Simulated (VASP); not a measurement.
Set up this calculation in VASP 6.6.1, as the native input.

```yaml
Task: single point
Functional: PBE
Potentials_or_basis: VASP PAW PBE potentials, release 64 (Mo_sv, Se)
Cutoff: 520 eV
k_mesh: 12 × 12 × 12
Occupations: gaussian, width 0.1 eV
Spin: no spin polarisation
Hubbard_terms: Mo d U = 4.38 eV
Dipole_correction: no
Further_INCAR_settings: ALGO = Normal; EDIFF = 1e-07; NBANDS = 17
```

The structure of MoSe lies in POSCAR:

```
MoSe
1.0
    3.2800703421      0.0000000000      0.0000000000
    0.0000000000      3.2800703421      0.0000000000
    0.0000000000      0.0000000000      3.2800703421
Mo Se
1 1
Direct
    0.0000000000      0.0000000000      0.0000000000
    0.5000000000      0.5000000000      0.5000000000
```

One way to write it, as run:

INCAR

```
ALGO = Normal
EDIFF = 1E-7
ENCUT = 520
GGA = PE
ISIF = 2
ISMEAR = 0
LASPH = True
LCHARG = False
LDAU = True
LDAUJ = 0 0
LDAUL = 2 -1
LDAUPRINT = 1
LDAUTYPE = 2
LDAUU = 4.38 0
LMAXMIX = 4
LREAL = False
LWAVE = False
NBANDS = 17
NELM = 150
PREC = Accurate
SIGMA = 0.1
```

KPOINTS

```
k-points
0
Gamma
  12 12 12
```

Potentials or basis: VASP PAW PBE potentials, release 64 (Mo_sv, Se).

Launch:

```sh
$ cat potpaw_PBE.64/Mo_sv/POTCAR potpaw_PBE.64/Se/POTCAR > POTCAR
$ mpirun -np 1 vasp_std > vasp.out
```

Results of the run:

```json
{
  "Pressure": "-13.4 GPa",
  "Band gap on the k mesh": "zero (band 10 reaches 11.21 eV, above the bottom of band 11 at 9.10 eV)"
}
```

Caveat: U without spin polarisation on a metal has little footing.

It took 32 s on 1 thread of Intel(R) Xeon(R) Platinum 8488C (Sapphire Rapids) (shared host), peak memory 0.17 GiB.
